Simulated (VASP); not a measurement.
Write the native input for VASP 6.6.1 that does the following.

| Item | Value |
| --- | --- |
| Task | single point |
| Functional | PBE |
| Potentials or basis | VASP PAW PBE potentials, release 64 (Si, C) |
| Cutoff | 520 eV |
| k mesh | 12 × 12 × 4 |
| Occupations | gaussian, width 0.01 eV |
| Spin | no spin polarisation |
| Dipole correction | no |
| Further INCAR settings | ALGO = Normal; EDIFF = 1e-06; NBANDS = 16 |

The structure of SiC (Moissanite) lies in POSCAR:

```
SiC
1.0
    3.0238543330      0.0000000000      0.0000000000
   -1.5119271665      2.6187345301      0.0000000000
    0.0000000000      0.0000000000      4.9624241459
Si C
2 2
Direct
    0.3333333333      0.6666666667      0.0000000000
    0.6666666667      0.3333333333      0.5000000000
    0.3333333333      0.6666666667      0.3850000000
    0.6666666667      0.3333333333      0.8850000000
```

These files were run (other wordings do the same):

INCAR

```
PREC = Accurate
ENCUT = 520
EDIFF = 1E-6
ISMEAR = 0
SIGMA = 0.01
LREAL = False
LASPH = True
NELM = 60
ALGO = Normal
ISIF = 2
LWAVE = False
LCHARG = False
GGA = PE
NBANDS = 16
```

KPOINTS

```
Automatic mesh
0
Gamma
  12 12 4
```

Potentials or basis: VASP PAW PBE potentials, release 64 (Si, C).

Command:

```sh
$ cat potpaw_PBE.64/Si/POTCAR potpaw_PBE.64/C/POTCAR > POTCAR
$ mpirun -np 1 vasp_std > vasp.out
```

Results of the run:

```
Pressure               : 16.5 GPa
Largest force          : 0.835 eV/Å
Band gap on the k mesh : 2.23 eV, indirect (least direct gap 4.18 eV)
```

It took 15 s on 1 thread of Intel(R) Xeon(R) 6975P-C (Granite Rapids), on a shared host, peak memory 0.16 GiB.
